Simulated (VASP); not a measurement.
# SnSe in VASP: a series of runs, part 2 of 2

VASP 6.6.1. The steps go on from the part before.

## Step 4: Single point, PBE (volume scaled by 1.025)

File INCAR:

```
PREC = Accurate
ENCUT = 520
EDIFF = 1E-6
ISMEAR = -1
SIGMA = 0.01
LREAL = F
LASPH = T
NELM = 100
ALGO = Normal
ISIF = 2
LWAVE = F
LCHARG = F
GGA = PE
NBANDS = 17
```

File KPOINTS:

```
regular mesh
0
Gamma
  7 7 7
```

File POSCAR:

```
SnSe
1.0
    0.0000000000      3.0348771612      3.0348771612
    3.0348771612      0.0000000000      3.0348771612
    3.0348771612      3.0348771612      0.0000000000
Sn Se
1 1
Direct
    0.0000000000      0.0000000000      0.0000000000
    0.5000000000      0.5000000000      0.5000000000
```

Potentials or basis: VASP PAW PBE potentials, release 64 (Sn_d, Se).

Launch:

```sh
$ cat potpaw_PBE.64/Sn_d/POTCAR potpaw_PBE.64/Se/POTCAR > POTCAR
$ mpirun -np 1 vasp_std > vasp.out
```

OUTCAR:

```text
PREC = Accurate
   ENCUT = 520
   EDIFF = 1E-6
   ISMEAR = -1
   LREAL = F
   LASPH = T
   NELM = 100
   ISIF = 2
   GGA = PE

 ion  position               nearest neighbor table
   1  0.000  0.000  0.000-   2 3.03   2 3.03   2 3.03   2 3.03   2 3.03   2 3.03
   2  0.500  0.500  0.500-   1 3.03   1 3.03   1 3.03   1 3.03   1 3.03   1 3.03

  LATTYP: Found a face centered cubic cell.
 ALAT       =     6.0697543224

  Lattice vectors:

 A1 = (   0.0000000000,   3.0348771612,   3.0348771612)
 A2 = (   3.0348771612,   0.0000000000,   3.0348771612)
 A3 = (   3.0348771612,   3.0348771612,   0.0000000000)

Analysis of symmetry for initial positions (statically):
=====================================================================
 Subroutine PRICEL returns:
 Original cell was already a primitive cell.

 Routine SETGRP: Setting up the symmetry group for a
 face centered cubic supercell.

 Subroutine GETGRP returns: Found 48 space group operations
 (whereof 48 operations were pure point group operations)
 out of a pool of 48 trial point group operations.

The static configuration has the point symmetry O_h .

Analysis of symmetry for dynamics (positions and initial velocities):
=====================================================================
 Subroutine PRICEL returns:
 Original cell was already a primitive cell.

 Routine SETGRP: Setting up the symmetry group for a
 face centered cubic supercell.

 Subroutine GETGRP returns: Found 48 space group operations
 (whereof 48 operations were pure point group operations)
 out of a pool of 48 trial point group operations.

The dynamic configuration has the point symmetry O_h .

 Subroutine INISYM returns: Found 48 space group operations
 (whereof 48 operations are pure point group operations),
 and found     1 'primitive' translations

----------------------------------------------------------------------------------------
[... 104 lines left out ...]
   EFERMI_NEDOS =   21; number of points for ismear=-14 and -15
   IALGO  =     38    algorithm
   IMIX   =      4    mixing-type and parameters
     AMIX     =   0.40;   BMIX     =  1.00
     AMIX_MAG =   1.60;   BMIX_MAG =  1.00
  volume/ion in A,a.u.               =      27.95       188.63
  Fermi-wavevector in a.u.,A,eV,Ry     =   1.162163  2.196170 18.376340  1.350623
  Thomas-Fermi vector in A             =   2.298727
   LORBIT       =      0    0 simple, 1 ext, 2 COOP (PROOUT), +10 PAW based schemes
   GGA     = PE    functional components
   LHFCALC =     F    Hartree Fock is set to
   AEXX    =    0.0000 exact exchange contribution
   IVDW    =     0    specifies the selected vdW correction
   LEPSILON=     F    determine dielectric tensor
   LRPA    =     F    only Hartree local field effects (RPA)
 non-spin polarized calculation
  energy-cutoff  :      520.00
  volume of cell :       55.91
 maximum number of plane-waves:      1516
   NGX = 15   NGY = 15   NGZ = 15

 number of electron      19.9999997 magnetization

 Free energy of the ion-electron system (eV)
  ---------------------------------------------------
  ext. energy  EPLUGINS =         0.00000000
  ---------------------------------------------------
  free energy    TOTEN  =        -8.22258756 eV

  energy without entropy =       -8.22258756  energy(sigma->0) =       -8.22258756

 E-fermi :   5.3849     XC(G=0):  -9.4871

 val. band max:        5.1677431808   @ k =  -0.2857   0.1429   0.0000
 cond. band min:       6.0007210693   @ k =  -0.2857   0.1429   0.0000
 fundamental gap:      0.8329778885
 Fermi energy:         5.3848689264

 k-point     1 :       0.0000    0.0000    0.0000
  band No.  band energies     occupation
      1     -16.2979      2.00000
      2     -16.2979      2.00000
      3     -16.2979      2.00000
      4     -16.2948      2.00000
      5     -16.2948      2.00000
      6      -8.3830      2.00000
[... 377 lines left out ...]
      4     -16.2907      2.00000
      5     -16.2831      2.00000
      6      -7.2457      2.00000
[... 9 lines left out ...]
     16      16.7582      0.00000
     17      16.8637      0.00000

------------------------ aborting loop because EDIFF is reached ----------------------------------------

  FORCE on cell =-STRESS in cart. coord.  units (eV):
  Direction    XX          YY          ZZ          XY          YZ          ZX
  --------------------------------------------------------------------------------------
  -------------------------------------------------------------------------------------
  Total       -0.0997153     -0.0997153     -0.0997153     -0.0000000     -0.0000000      0.0000000
  in kB       -2.8577151     -2.8577151     -2.8577151     -0.0000000     -0.0000000      0.0000000
  external PRESSURE =      -2.8577151 kB  Pullay stress =       0.0000000 kB

 VOLUME and BASIS-vectors are now :
 -----------------------------------------------------------------------------
  energy-cutoff  :      520.00
  volume of cell :       55.91
      direct lattice vectors                 reciprocal lattice vectors
     0.000000000  3.034877161  3.034877161    -0.164751314  0.164751314  0.164751314
     3.034877161  0.000000000  3.034877161     0.164751314 -0.164751314  0.164751314
     3.034877161  3.034877161  0.000000000     0.164751314  0.164751314 -0.164751314

 POSITION                                       TOTAL-FORCE (eV/Angst)
 -----------------------------------------------------------------------------------
      0.00000      0.00000      0.00000        -0.000000     -0.000000      0.000000
      3.03488      3.03488      3.03488         0.000000      0.000000     -0.000000
 -----------------------------------------------------------------------------------
    total drift:                                0.000000     -0.000000     -0.000000

  FREE ENERGIE OF THE ION-ELECTRON SYSTEM (eV)
  ---------------------------------------------------
  free  energy   TOTEN  =        -8.2225875574 eV

  energy  without entropy=       -8.2225875574  energy(sigma->0) =       -8.22258756
```

stdout:

```text
POSCAR found type information on POSCAR SnSe
 POSCAR found :  2 types and       2 ions
 scaLAPACK will be used
 LDA part: xc-table for (Slater+PW92), standard interpolation
 POSCAR, INCAR and KPOINTS ok, starting setup
 FFT: planning ... GRIDC
 FFT: planning ... GRID_SOFT
 FFT: planning ... GRID
 WAVECAR not read
 entering main loop
```

It took 11 s on 1 thread of Intel Xeon 6975P-C, shared host; peak memory 0.18 GiB.

What came out:

| Quantity | Value |
| --- | --- |
| Free energy | -8.2226 eV |
| Pressure | -0.3 GPa |

Caveat: this odd mesh misses L, where the gap lies, so gap, dielectric constants and Born charges aren't listed; spin-orbit coupling is left out, which moves the levels of the heavy elements.

## Step 5: Single point, PBE (volume scaled by 0.95)

File INCAR:

```
ALGO = Normal
EDIFF = 1E-6
ENCUT = 500
GGA = PE
GGA_COMPAT = False
ISIF = 2
ISMEAR = -1
LASPH = True
LCHARG = False
LREAL = False
LWAVE = False
NBANDS = 17
NELM = 120
PREC = Accurate
SIGMA = 0.01
```

File KPOINTS:

```
k-points
0
Gamma
  7 7 7
```

File POSCAR:

```
SnSe
1.0
    0.0000000000      2.9589731932      2.9589731932
    2.9589731932      0.0000000000      2.9589731932
    2.9589731932      2.9589731932      0.0000000000
Sn Se
1 1
Direct
    0.0000000000      0.0000000000      0.0000000000
    0.5000000000      0.5000000000      0.5000000000
```

Launch:

```sh
$ cat potpaw_PBE.64/Sn_d/POTCAR potpaw_PBE.64/Se/POTCAR > POTCAR
$ mpirun -np 1 vasp_std > vasp.out
```

It took 6.6 s on 1 thread of Intel Xeon 6975P-C (Granite Rapids), shared host; peak memory 0.17 GiB.

Results (log left out):

| Item | Value |
| --- | --- |
| Free energy | -8.1778 eV |
| Pressure | 4.0 GPa |

Levels at points of the mesh, in eV from the Fermi level:
```
           k point  band 7  band 8  band 9  band 10  band 11  band 12  band 13  band 14
(0.00, 0.00, 0.00)   -5.22   -2.66   -2.66    -2.66     4.19     4.19     4.19     5.48
```

Caveat: this odd mesh misses L, where the gap lies, so gap, dielectric constants and Born charges aren't listed; spin-orbit coupling is left out, which moves the levels of the heavy elements.

## Step 6: Single point, PBE (volume scaled by 1.05)

File INCAR:

```
  PREC = Accurate
  ENCUT = 500
  EDIFF = 1E-6
  ISMEAR = -1
  SIGMA = 0.01
  LREAL = False
  LASPH = True
  NELM = 120
  ALGO = Normal
  ISIF = 2
  LWAVE = False
  LCHARG = False
  GGA = PE
  NBANDS = 17
  GGA_COMPAT = False
```

File KPOINTS:

```
Automatic mesh
0
Gamma
  7 7 7
```

File POSCAR:

```
SnSe
1.0
    0.0000000000      3.0593530340      3.0593530340
    3.0593530340      0.0000000000      3.0593530340
    3.0593530340      3.0593530340      0.0000000000
Sn Se
1 1
Direct
    0.0000000000      0.0000000000      0.0000000000
    0.5000000000      0.5000000000      0.5000000000
```

Potentials or basis: VASP PAW PBE potentials, release 64 (Sn_d, Se).

Launch:

```sh
$ cat potpaw_PBE.64/Sn_d/POTCAR potpaw_PBE.64/Se/POTCAR > POTCAR
$ mpirun -np 1 vasp_std > vasp.out
```

OUTCAR:

```text
PREC = Accurate
   ENCUT = 500
   EDIFF = 1E-6
   ISMEAR = -1
   LREAL = False
   LASPH = True
   NELM = 120
   ISIF = 2
   GGA = PE

 ion  position               nearest neighbor table
   1  0.000  0.000  0.000-   2 3.06   2 3.06   2 3.06   2 3.06   2 3.06   2 3.06
   2  0.500  0.500  0.500-   1 3.06   1 3.06   1 3.06   1 3.06   1 3.06   1 3.06

  LATTYP: Found a face centered cubic cell.
 ALAT       =     6.1187060680

  Lattice vectors:

 A1 = (   0.0000000000,   3.0593530340,   3.0593530340)
 A2 = (   3.0593530340,   0.0000000000,   3.0593530340)
 A3 = (   3.0593530340,   3.0593530340,   0.0000000000)

Analysis of symmetry for initial positions (statically):
=====================================================================
 Subroutine PRICEL returns:
 Original cell was already a primitive cell.

 Routine SETGRP: Setting up the symmetry group for a
 face centered cubic supercell.

 Subroutine GETGRP returns: Found 48 space group operations
 (whereof 48 operations were pure point group operations)
 out of a pool of 48 trial point group operations.

The static configuration has the point symmetry O_h .

Analysis of symmetry for dynamics (positions and initial velocities):
=====================================================================
 Subroutine PRICEL returns:
 Original cell was already a primitive cell.

 Routine SETGRP: Setting up the symmetry group for a
 face centered cubic supercell.

 Subroutine GETGRP returns: Found 48 space group operations
 (whereof 48 operations were pure point group operations)
 out of a pool of 48 trial point group operations.

The dynamic configuration has the point symmetry O_h .

 Subroutine INISYM returns: Found 48 space group operations
 (whereof 48 operations are pure point group operations),
 and found     1 'primitive' translations

----------------------------------------------------------------------------------------

                                     Primitive cell

  volume of cell :      57.2689

  direct lattice vectors                    reciprocal lattice vectors
     0.000000000  3.059353034  3.059353034    -0.163433247  0.163433247  0.163433247
     3.059353034  0.000000000  3.059353034     0.163433247 -0.163433247  0.163433247
     3.059353034  3.059353034  0.000000000     0.163433247  0.163433247 -0.163433247

  length of vectors
     4.326578553  4.326578553  4.326578553     0.283074687  0.283074687  0.283074687

  position of ions in fractional coordinates (direct lattice)
     0.000000000  0.000000000  0.000000000
     0.500000000  0.500000000  0.500000000

  ion indices of the primitive-cell ions
   primitive index   ion index
                 1           1
                 2           2

----------------------------------------------------------------------------------------

 KPOINTS: Automatic mesh

Automatic generation of k-mesh.
 Grid dimensions read from file:
 generate k-points for:    7    7    7

 Generating k-lattice:

  Cartesian coordinates                     Fractional coordinates (reciprocal lattice)
    -0.023347607  0.023347607  0.023347607     0.142857143  0.000000000  0.000000000
     0.023347607 -0.023347607  0.023347607     0.000000000  0.142857143  0.000000000
     0.023347607  0.023347607 -0.023347607     0.000000000  0.000000000  0.142857143

  Length of vectors
     0.040439241  0.040439241  0.040439241

  Shift w.r.t. Gamma in fractional coordinates (k-lattice)
     0.000000000  0.000000000  0.000000000

 Subroutine IBZKPT returns following result:
 ===========================================

 Found     20 irreducible k-points:

 Following reciprocal coordinates:
            Coordinates               Weight
  0.000000  0.000000  0.000000      1.000000
  0.142857  0.000000  0.000000      8.000000
  0.285714  0.000000  0.000000      8.000000
  0.428571  0.000000  0.000000      8.000000
  0.142857  0.142857  0.000000      6.000000
  0.285714  0.142857  0.000000     24.000000
[... 12 lines left out ...]
 -0.428571  0.428571  0.142857     24.000000
 -0.285714  0.428571  0.142857     24.000000
   k-points           NKPTS =     20   k-points in BZ     NKDIM =     20   number of bands    NBANDS=     17
   number of dos      NEDOS =    301   number of ions     NIONS =      2
   total plane-waves  NPLWV =  32768
   dimension x,y,z NGX =    32 NGY =   32 NGZ =   32
   dimension x,y,z NGXF=    64 NGYF=   64 NGZF=   64
   ions per type =               1   1
   NGX,Y,Z   is equivalent  to a cutoff of  12.30, 12.30, 12.30 a.u.
   NGXF,Y,Z  is equivalent  to a cutoff of  24.59, 24.59, 24.59 a.u.
 SYSTEM =  unknown system
   PREC   = accura    normal or accurate (medium, high low for compatibility)
   ISTART =      0    job   : 0-new  1-cont  2-samecut
   ICHARG =      2    charge: 1-file 2-atom 10-const
   ISPIN  =      1    spin polarized calculation?
   LNONCOLLINEAR =      F non collinear calculations
   LSORBIT =      F    spin-orbit coupling
   LASPH  =      T    aspherical Exc in radial PAW
   ENCUT  =  500.0 eV  36.75 Ry    6.06 a.u.   7.89  7.89  7.89*2*pi/ulx,y,z
   NELM   =    120;   NELMIN=  2; NELMDL= -5     # of ELM steps
   EDIFF  = 0.1E-05   stopping-criterion for ELM
   LREAL  =      F    real-space projection
   EDIFFG = 0.1E-04   stopping-criterion for IOM
   NSW    =      0    number of steps for IOM
   IBRION =     -1    ionic relax: 0-MD 1-quasi-New 2-CG
   NFREE  =      0    steps in history (QN), initial steepest desc. (CG)
   ISIF   =      2    stress and relaxation
   ISYM   =      2    0-nonsym 1-usesym 2-fastsym
   POTIM  = 0.5000    time-step for ionic-motion
   TEBEG  =    0.0;   TEEND  =   0.0 temperature during run
   PSTRESS=    0.0 pullay stress
   NELECT =      20.0000    total number of electrons
   NUPDOWN=      -1.0000    fix difference up-down
   EMIN   =  10.00;   EMAX   =-10.00  energy-range for DOS
   EFERMI =   0.00;   METHOD = LEGACY
   ISMEAR =    -1;   SIGMA  =   0.01  broadening in eV -4-tet -1-fermi 0-gaus
   EFERMI_NEDOS =   21; number of points for ismear=-14 and -15
   IALGO  =     38    algorithm
   IMIX   =      4    mixing-type and parameters
     AMIX     =   0.40;   BMIX     =  1.00
     AMIX_MAG =   1.60;   BMIX_MAG =  1.00
  volume/ion in A,a.u.               =      28.63       193.23
  Fermi-wavevector in a.u.,A,eV,Ry     =   1.152865  2.178600 18.083482  1.329098
  Thomas-Fermi vector in A             =   2.289513
   LORBIT       =      0    0 simple, 1 ext, 2 COOP (PROOUT), +10 PAW based schemes
   GGA     = PE    functional components
   LHFCALC =     F    Hartree Fock is set to
   AEXX    =    0.0000 exact exchange contribution
   IVDW    =     0    specifies the selected vdW correction
   LEPSILON=     F    determine dielectric tensor
   LRPA    =     F    only Hartree local field effects (RPA)
 non-spin polarized calculation
  energy-cutoff  :      500.00
  volume of cell :       57.27
 maximum number of plane-waves:      1468
   NGX = 15   NGY = 15   NGZ = 15

 number of electron      19.9999991 magnetization

 Free energy of the ion-electron system (eV)
  ---------------------------------------------------
  ext. energy  EPLUGINS =         0.00000000
  ---------------------------------------------------
  free energy    TOTEN  =        -8.21582987 eV

  energy without entropy =       -8.21582987  energy(sigma->0) =       -8.21582987

 E-fermi :   5.1825     XC(G=0):  -9.3785

 val. band max:        4.8751597891   @ k =   0.4286   0.0000   0.0000
 cond. band min:       5.7382040845   @ k =   0.4286   0.0000   0.0000
 fundamental gap:      0.8630442954
 Fermi energy:         5.1825279415

 k-point     1 :       0.0000    0.0000    0.0000
  band No.  band energies     occupation
      1     -16.5657      2.00000
      2     -16.5657      2.00000
      3     -16.5657      2.00000
      4     -16.5617      2.00000
      5     -16.5617      2.00000
      6      -8.4850      2.00000
[... 9 lines left out ...]
     16      10.9833      0.00000
     17      13.1621      0.00000
[... 361 lines left out ...]
 k-point    20 :      -0.2857    0.4286    0.1429
  band No.  band energies     occupation
      1     -16.5759      2.00000
      2     -16.5630      2.00000
      3     -16.5605      2.00000
      4     -16.5591      2.00000
      5     -16.5523      2.00000
      6      -7.4166      2.00000
[... 9 lines left out ...]
     16      16.4365      0.00000
     17      16.4575      0.00000

------------------------ aborting loop because EDIFF is reached ----------------------------------------

  FORCE on cell =-STRESS in cart. coord.  units (eV):
  Direction    XX          YY          ZZ          XY          YZ          ZX
  --------------------------------------------------------------------------------------
  -------------------------------------------------------------------------------------
  Total       -0.4885868     -0.4885868     -0.4885868      0.0000000      0.0000000      0.0000000
  in kB      -13.6688983    -13.6688983    -13.6688983      0.0000000      0.0000000      0.0000000
  external PRESSURE =     -13.6688983 kB  Pullay stress =       0.0000000 kB

 VOLUME and BASIS-vectors are now :
 -----------------------------------------------------------------------------
  energy-cutoff  :      500.00
  volume of cell :       57.27
      direct lattice vectors                 reciprocal lattice vectors
     0.000000000  3.059353034  3.059353034    -0.163433247  0.163433247  0.163433247
     3.059353034  0.000000000  3.059353034     0.163433247 -0.163433247  0.163433247
     3.059353034  3.059353034  0.000000000     0.163433247  0.163433247 -0.163433247

 POSITION                                       TOTAL-FORCE (eV/Angst)
 -----------------------------------------------------------------------------------
      0.00000      0.00000      0.00000        -0.000000     -0.000000     -0.000000
      3.05935      3.05935      3.05935         0.000000      0.000000      0.000000
 -----------------------------------------------------------------------------------
    total drift:                                0.000000     -0.000000     -0.000000

  FREE ENERGIE OF THE ION-ELECTRON SYSTEM (eV)
  ---------------------------------------------------
  free  energy   TOTEN  =        -8.2158298725 eV

  energy  without entropy=       -8.2158298725  energy(sigma->0) =       -8.21582987
```

stdout:

```text
POSCAR found type information on POSCAR SnSe
 POSCAR found :  2 types and       2 ions
 scaLAPACK will be used
 LDA part: xc-table for (Slater+PW92), standard interpolation
 POSCAR, INCAR and KPOINTS ok, starting setup
 FFT: planning ... GRIDC
 FFT: planning ... GRID_SOFT
 FFT: planning ... GRID
 WAVECAR not read
 entering main loop
```

It took 6.8 s on 1 thread of Intel Xeon 6975P-C (Granite Rapids), shared host; peak memory 0.18 GiB.

What came out:

| Property | Result |
| --- | --- |
| Free energy | -8.2158 eV |
| Pressure | -1.4 GPa |

Caveat: this odd mesh misses L, where the gap lies, so gap, dielectric constants and Born charges aren't listed; spin-orbit coupling is left out, which moves the levels of the heavy elements.

## Step 7: The runs side by side

| cell | cutoff (eV) | pressure (GPa) |
| --- | --- | --- |
| a = 4.300 Å, angles 58.7°, 2 atoms | 520 | 1.0 |
| a = 4.221 Å, angles 60.0°, 2 atoms | 520 | 2.4 |
| a = 4.292 Å, angles 60.0°, 2 atoms | 520 | -0.3 |
| a = 4.185 Å, angles 60.0°, 2 atoms | 500 | 4.0 |
| a = 4.327 Å, angles 60.0°, 2 atoms | 500 | -1.4 |

Alike in all rows: task single point; level PBE; potentials or basis VASP PAW PBE potentials, release 64 (Sn_d, Se); no spin polarisation; k mesh 7 × 7 × 7; smearing fermi-dirac 0.01 eV.

Caveats: spin-orbit coupling is left out, which moves the levels of the heavy elements.

Absolute energies hang on the potentials; compare differences alone.
